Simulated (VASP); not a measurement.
Here is a VASP 6.6.1 calculation.

The input INCAR:

```
SYSTEM = Si2W
PREC = Accurate
ENCUT = 520
EDIFF = 1E-6
ISMEAR = -1
SIGMA = 0.08
LREAL = .FALSE.
LASPH = .TRUE.
NELM = 80
ALGO = Normal
ISIF = 2
LWAVE = .FALSE.
LCHARG = .FALSE.
GGA = PE
NBANDS = 18
```

The input KPOINTS:

```
Automatic mesh
0
G
  9 9 9
  0 0 0
```

The input POSCAR:

```
Si2W
1.0
    0.0000000000      2.8890253759      2.8890253759
    2.8890253759      0.0000000000      2.8890253759
    2.8890253759      2.8890253759      0.0000000000
W Si
1 2
Direct
    0.0000000000      0.0000000000      0.0000000000
    0.2500000000      0.2500000000      0.2500000000
    0.7500000000      0.7500000000      0.7500000000
```

Potentials or basis: VASP PAW PBE potentials, release 64 (W_sv, Si).

The run is started by

```sh
$ cat potpaw_PBE.64/W_sv/POTCAR potpaw_PBE.64/Si/POTCAR > POTCAR
$ mpirun -np 1 vasp_std > vasp.out
```

(1) Estimate the band gap on the k mesh.

(2) Estimate the pressure.

Answers

(1) zero (band 11 reaches 10.10 eV, above the bottom of band 12 at 8.24 eV).

(2) 9.3 GPa.

Caveat: spin-orbit coupling is left out, which moves the levels of the heavy elements.
